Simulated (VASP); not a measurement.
# VH4 (Im-3m) in VASP: density of states with PBE

Aim: the density of states of VH4 with PBE.

Program: VASP 6.6.1. These are calculated values, not measurements. Logs are shortened: lines on timing, memory, paths and dates and some standing lists are left out, and cuts for length are marked.

### 1 The cell of the first run

It takes space group Im-3m (No. 229, cubic). The conventional cell has a = 4.109 Å, b = 4.109 Å, c = 4.109 Å, α = 90.00°, β = 90.00°, γ = 90.00°. V (site symmetry m-3m) has 8 H at 1.78 Å within 2.4 Å. H (site symmetry -3m) has 2 V at 1.78 Å and 6 H at 2.05 Å within 2.4 Å.

### 2 Density of states, PBE, collinear spin, ferromagnetic start

POSCAR reads:

```
VH4
1.0
   -2.0542725669      2.0542725669      2.0542725669
    2.0542725669     -2.0542725669      2.0542725669
    2.0542725669      2.0542725669     -2.0542725669
V H
1 4
Direct
    0.0000000000      0.0000000000      0.0000000000
    0.0000000000      0.0000000000      0.5000000000
    0.5000000000      0.0000000000      0.0000000000
    0.5000000000      0.5000000000      0.5000000000
    0.0000000000      0.5000000000      0.0000000000
```

INCAR.step1 reads:

```
SYSTEM = VH4
PREC = Accurate ; ENCUT = 520
EDIFF = 1E-7 ; ISMEAR = 0
SIGMA = 0.1 ; LREAL = .False.
LASPH = .True. ; NELM = 150
ALGO = Normal ; ISIF = 2
LWAVE = .False. ; LCHARG = .True.
ISPIN = 2 ; MAGMOM = 0.96 0 0 0 0
LMAXMIX = 4 ; GGA = PE
NBANDS = 20
```

KPOINTS.step1 reads:

```
Automatic mesh
0
Gamma
  14 14 14
  0 0 0
```

INCAR.step2 reads:

```
SYSTEM = VH4
PREC = Accurate ; ENCUT = 520
EDIFF = 1E-7 ; ISMEAR = -5
SIGMA = 0.1 ; LREAL = .False.
LASPH = .True. ; NELM = 150
ALGO = Normal ; ISIF = 2
LWAVE = .False. ; LCHARG = .False.
ISPIN = 2 ; MAGMOM = 0.96 0 0 0 0
LORBIT = 10 ; LMAXMIX = 4
GGA = PE ; NBANDS = 20
NEDOS = 2001 ; ICHARG = 11
```

KPOINTS.step2 reads:

```
Automatic mesh
0
Gamma
  21 21 21
  0 0 0
```

Potentials or basis: VASP PAW PBE potentials, release 64 (V_sv, H).

Launch:

```console
$ cat potpaw_PBE.64/V_sv/POTCAR potpaw_PBE.64/H/POTCAR > POTCAR
$ cp INCAR.step1 INCAR
$ cp KPOINTS.step1 KPOINTS
$ mpirun -np 1 vasp_std > vasp.out
$ cp INCAR.step2 INCAR
$ cp KPOINTS.step2 KPOINTS
$ mpirun -np 1 vasp_std > vasp.out
```

OUTCAR:

```text
SYSTEM = VH4
   PREC = Accurate
   ENCUT = 520
   EDIFF = 1E-7
   ISMEAR = -5
   LREAL = .False.
   LASPH = .True.
   NELM = 150
   ISIF = 2
   ISPIN = 2
   LORBIT = 10
   GGA = PE
   ICHARG = 11

 ion  position               nearest neighbor table
   1  0.000  0.000  0.000-   2 1.78   3 1.78   4 1.78   5 1.78   2 1.78   5 1.78   3 1.78   4 1.78

   2  0.000  0.000  0.500-   1 1.78   1 1.78
   3  0.500  0.000  0.000-   1 1.78   1 1.78
   4  0.500  0.500  0.500-   1 1.78   1 1.78
   5  0.000  0.500  0.000-   1 1.78   1 1.78

  LATTYP: Found a body centered cubic cell.
 ALAT       =     4.1085451338

  Lattice vectors:

 A1 = (  -2.0542725669,   2.0542725669,   2.0542725669)
 A2 = (   2.0542725669,  -2.0542725669,   2.0542725669)
 A3 = (   2.0542725669,   2.0542725669,  -2.0542725669)

Analysis of symmetry for initial positions (statically):
=====================================================================
 Subroutine PRICEL returns:
 Original cell was already a primitive cell.

 Routine SETGRP: Setting up the symmetry group for a
 body centered cubic supercell.

 Subroutine GETGRP returns: Found 48 space group operations
 (whereof 48 operations were pure point group operations)
 out of a pool of 48 trial point group operations.

The static configuration has the point symmetry O_h .

Analysis of symmetry for dynamics (positions and initial velocities):
=====================================================================
 Subroutine PRICEL returns:
 Original cell was already a primitive cell.

 Routine SETGRP: Setting up the symmetry group for a
 body centered cubic supercell.

 Subroutine GETGRP returns: Found 48 space group operations
 (whereof 48 operations were pure point group operations)
 out of a pool of 48 trial point group operations.

The dynamic configuration has the point symmetry O_h .

Analysis of structural, dynamic, and magnetic symmetry:
=====================================================================
 Subroutine PRICEL returns:
 Original cell was already a primitive cell.

 Routine SETGRP: Setting up the symmetry group for a
 body centered cubic supercell.

 Subroutine GETGRP returns: Found 48 space group operations
 (whereof 48 operations were pure point group operations)
 out of a pool of 48 trial point group operations.

The overall configuration has the point symmetry O_h .

 Subroutine INISYM returns: Found 48 space group operations
[... 133 lines left out ...]
   IVDW    =     0    specifies the selected vdW correction
   LEPSILON=     F    determine dielectric tensor
   LRPA    =     F    only Hartree local field effects (RPA)
 spin polarized calculation
 Fermi weights with tetrahedron method with Bloechl corrections
  energy-cutoff  :      520.00
  volume of cell :       34.68
 maximum number of plane-waves:       959

 number of electron      17.0000011 magnetization       1.3654021

 Free energy of the ion-electron system (eV)
  ---------------------------------------------------
  ext. energy  EPLUGINS =         0.00000000
  ---------------------------------------------------
  free energy    TOTEN  =       -20.37983530 eV

  energy without entropy =      -20.37983530  energy(sigma->0) =      -20.37983530

 E-fermi :   2.6864     XC(G=0): -10.1174

 val. band max:        2.6881925306   @ k =  -0.2857  -0.4762   0.0476
 cond. band min:       2.6820437341   @ k =  -0.4286   0.4762   0.3810
 fundamental gap:     -0.0061487966
 Fermi energy:         2.6864275143

 spin component 1

 k-point     1 :       0.0000    0.0000    0.0000
  band No.  band energies     occupation
      1     -62.1126      1.00000
      2     -35.9238      1.00000
      3     -35.9238      1.00000
      4     -35.9238      1.00000
      5      -6.2318      1.00000
      6      -0.4324      1.00000
[... 541 lines left out ...]
     19      17.5740      0.00000
     20      20.2866      0.00000

 [... further k-points ...]

 spin component 2

 k-point     1 :       0.0000    0.0000    0.0000
  band No.  band energies     occupation
      1     -60.8743      1.00000
      2     -34.6935      1.00000
      3     -34.6935      1.00000
      4     -34.6935      1.00000
      5      -6.0100      1.00000
      6      -0.1001      1.00000
[... 541 lines left out ...]
     19      18.0955      0.00000
     20      20.7279      0.00000

 [... further k-points ...]

------------------------ aborting loop because EDIFF is reached ----------------------------------------

  FORCE on cell =-STRESS in cart. coord.  units (eV):
  Direction    XX          YY          ZZ          XY          YZ          ZX
  --------------------------------------------------------------------------------------
  -------------------------------------------------------------------------------------
  Total       -0.3448694     -0.3448694     -0.3448694     -0.0000000      0.0000000     -0.0000000
  in kB      -15.9342296    -15.9342296    -15.9342296     -0.0000000      0.0000000     -0.0000000
  external PRESSURE =     -15.9342296 kB  Pullay stress =       0.0000000 kB

 VOLUME and BASIS-vectors are now :
 -----------------------------------------------------------------------------
  energy-cutoff  :      520.00
  volume of cell :       34.68
      direct lattice vectors                 reciprocal lattice vectors
    -2.054272567  2.054272567  2.054272567     0.000000000  0.243395160  0.243395160
     2.054272567 -2.054272567  2.054272567     0.243395160  0.000000000  0.243395160
     2.054272567  2.054272567 -2.054272567     0.243395160  0.243395160  0.000000000

 POSITION                                       TOTAL-FORCE (eV/Angst)
 -----------------------------------------------------------------------------------
      0.00000      0.00000      0.00000        -0.000000      0.000000      0.000000
      1.02714      1.02714     -1.02714         0.000000     -0.000000     -0.000000
     -1.02714      1.02714      1.02714         0.000000     -0.000000      0.000000
      1.02714      1.02714      1.02714        -0.000000      0.000000     -0.000000
      1.02714     -1.02714      1.02714        -0.000000      0.000000      0.000000
 -----------------------------------------------------------------------------------
    total drift:                               -0.000000     -0.000000     -0.000000

  FREE ENERGIE OF THE ION-ELECTRON SYSTEM (eV)
  ---------------------------------------------------
  free  energy   TOTEN  =       -20.3798352985 eV

  energy  without entropy=      -20.3798352985  energy(sigma->0) =      -20.37983530

 total charge

# of ion       s       p       d       tot
------------------------------------------
    1        2.267   6.228   2.963  11.458
    2        0.549   0.009   0.000   0.558
    3        0.549   0.009   0.000   0.558
    4        0.549   0.009   0.000   0.558
    5        0.549   0.009   0.000   0.558
--------------------------------------------------
tot          4.462   6.264   2.963  13.689

 magnetization (x)

# of ion       s       p       d       tot
------------------------------------------
    1        0.012   0.007   1.189   1.209
    2       -0.010   0.002   0.000  -0.008
    3       -0.010   0.002   0.000  -0.008
    4       -0.010   0.002   0.000  -0.008
    5       -0.010   0.002   0.000  -0.008
--------------------------------------------------
tot         -0.027   0.016   1.189   1.178
```

OUTCAR.step1:

```text
SYSTEM = VH4
   PREC = Accurate
   ENCUT = 520
   EDIFF = 1E-7
   ISMEAR = 0
   LREAL = .False.
   LASPH = .True.
   NELM = 150
[... 1357 lines left out ...]
     -1.02714      1.02714      1.02714         0.000000      0.000000      0.000000
      1.02714      1.02714      1.02714        -0.000000     -0.000000     -0.000000
      1.02714     -1.02714      1.02714         0.000000     -0.000000     -0.000000
 -----------------------------------------------------------------------------------
    total drift:                               -0.000000     -0.000000     -0.000000

  FREE ENERGIE OF THE ION-ELECTRON SYSTEM (eV)
  ---------------------------------------------------
  free  energy   TOTEN  =       -20.3891508412 eV

  energy  without entropy=      -20.3677392297  energy(sigma->0) =      -20.37844504
```

OSZICAR.step1:

```text
N       E                     dE             d eps       ncg     rms          rms(c)
DAV:   1     0.123027190090E+03    0.12303E+03   -0.79343E+03  8320   0.823E+02
DAV:   2    -0.213874445607E+02   -0.14441E+03   -0.13823E+03  8796   0.266E+02
DAV:   3    -0.251836868027E+02   -0.37962E+01   -0.37668E+01  9608   0.461E+01
DAV:   4    -0.252013700553E+02   -0.17683E-01   -0.17682E-01  9084   0.348E+00
DAV:   5    -0.252015135266E+02   -0.14347E-03   -0.14347E-03  9392   0.302E-01    0.240E+01
DAV:   6    -0.213700775572E+02    0.38314E+01   -0.17579E+01  9300   0.427E+01    0.105E+01
DAV:   7    -0.204791121012E+02    0.89097E+00   -0.46594E+00  8972   0.229E+01    0.493E+00
DAV:   8    -0.203565174198E+02    0.12259E+00   -0.41817E-01  9168   0.656E+00    0.248E+00
DAV:   9    -0.203923002821E+02   -0.35783E-01   -0.15488E-01  8932   0.407E+00    0.128E+00
DAV:  10    -0.203919900832E+02    0.31020E-03   -0.88371E-03  9244   0.690E-01    0.794E-01
DAV:  11    -0.203897687615E+02    0.22213E-02   -0.28093E-03  9104   0.490E-01    0.447E-01
DAV:  12    -0.203891368375E+02    0.63192E-03   -0.81733E-04  9296   0.276E-01    0.117E-01
DAV:  13    -0.203891424824E+02   -0.56448E-05   -0.56343E-04  9188   0.186E-01    0.699E-02
DAV:  14    -0.203891442545E+02   -0.17721E-05   -0.10067E-04  8820   0.117E-01    0.249E-02
DAV:  15    -0.203891502691E+02   -0.60146E-05   -0.67702E-06  9076   0.197E-02    0.106E-02
DAV:  16    -0.203891505734E+02   -0.30438E-06   -0.74026E-07  9084   0.617E-03    0.463E-03
DAV:  17    -0.203891507575E+02   -0.18409E-06   -0.45317E-07  8996   0.573E-03    0.199E-03
DAV:  18    -0.203891508412E+02   -0.83657E-07   -0.76488E-08  5852   0.164E-03
   1 F= -.20389151E+02 E0= -.20378445E+02  d E =-.214116E-01  mag=     1.3654
```

Run time: 5.4 min. Hardware: 1 thread of Intel Xeon Platinum 8259CL at 2.50GHz (Skylake/Cascade Lake), shared host; peak memory 0.44 GiB.

Results:

* Net moment: 1.37 μB per cell
* Site moments: V +1.21; H -0.01 μB
* Valence electrons inside the program's atomic spheres: V 11.46; H 0.56

Caveat: tetrahedron occupations give inexact forces and stress in metals.
